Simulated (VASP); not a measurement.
Input of a VASP 6.6.1 run:

INCAR

```
SYSTEM = Lu
PREC = Accurate
ENCUT = 520
EDIFF = 1E-6
ISMEAR = -1
SIGMA = 0.1
LREAL = .FALSE.
LASPH = .TRUE.
NELM = 80
ALGO = Normal
ISIF = 2
LWAVE = .FALSE.
LCHARG = .TRUE.
GGA = PS
LELF = .TRUE.
LVHAR = .TRUE.
NBANDS = 18
```

KPOINTS

```
Automatic mesh
0
G
  8 8 8
  0 0 0
```

File POSCAR:

```
Lu
1.0
    3.1215077324      0.0000000000      0.0000000000
    0.0000000000      3.1215077324      0.0000000000
    0.0000000000      0.0000000000      3.1215077324
Lu
1
Direct
    0.0000000000      0.0000000000      0.0000000000
```

Potentials or basis: VASP PAW PBE potentials, release 64 (Lu).

Command:

```console
$ cat potpaw_PBE.64/Lu/POTCAR > POTCAR
$ mpirun -np 1 vasp_std > vasp.out
```

Predict the band gap on the k mesh.

zero (an odd number of electrons rules out a gap without spin polarisation).

Estimate the pressure.

0.1 GPa.

Caveat: the PAW data sets were made with another functional, which shifts forces and pressure a little; spin-orbit coupling is left out, which moves the levels of the heavy elements.
